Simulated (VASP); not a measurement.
The system is HfTe4.

```xyz
5
Lattice="-3.3797 3.3797 3.3797 3.3797 -3.3797 3.3797 3.3797 3.3797 -3.3797" Properties=species:S:1:pos:R:3 pbc="T T T"
Hf    0.0000    0.0000    0.0000
Te    1.6898    1.6898   -1.6898
Te    1.6898   -1.6898    1.6898
Te   -1.6898    1.6898    1.6898
Te    1.6898    1.6898    1.6898
```

```yaml
Program: VASP 6.6.1
Task: relaxation of cell and atoms
Functional: PBE
Potentials_or_basis: VASP PAW PBE potentials, release 64 (Hf_pv, Te)
Cutoff: 500 eV
k_mesh: 8 × 8 × 8
Occupations: gaussian, width 0.1 eV
Spin: no spin polarisation
```

At the start: pressure 2.6 GPa; volume 30.88 Å³/atom.

**Question.** Where does the relaxation end?

**Answer.** Over 3 steps the energy falls by 11.1 meV/atom and the volume is 32.29 Å³/atom (+4.6 %); space group Im-3m (No. 229, to 0.05 Å).

Step by step:
```tsv
step	energy change (eV)	largest force (eV/Å)	pressure (GPa)	volume (Å³)
1	0.0000	0.0000	2.63	154.41
2	-0.0349	0.0000	-1.39	166.04
3	-0.0554	0.0000	0.00	161.46
```

Final structure:
```cif
data_structure
_symmetry_space_group_name_H-M 'P 1'
_symmetry_Int_Tables_number 1
_cell_length_a 5.9414
_cell_length_b 5.9414
_cell_length_c 5.9414
_cell_angle_alpha 109.471
_cell_angle_beta 109.471
_cell_angle_gamma 109.471
_cell_volume 161.46
loop_
_atom_site_label
_atom_site_type_symbol
_atom_site_fract_x
_atom_site_fract_y
_atom_site_fract_z
_atom_site_occupancy
Hf1 Hf 0.00000 0.00000 0.00000 1
Te1 Te 0.00000 0.00000 0.50000 1
Te2 Te 0.00000 0.50000 0.00000 1
Te3 Te 0.50000 0.00000 0.00000 1
Te4 Te 0.50000 0.50000 0.50000 1
```
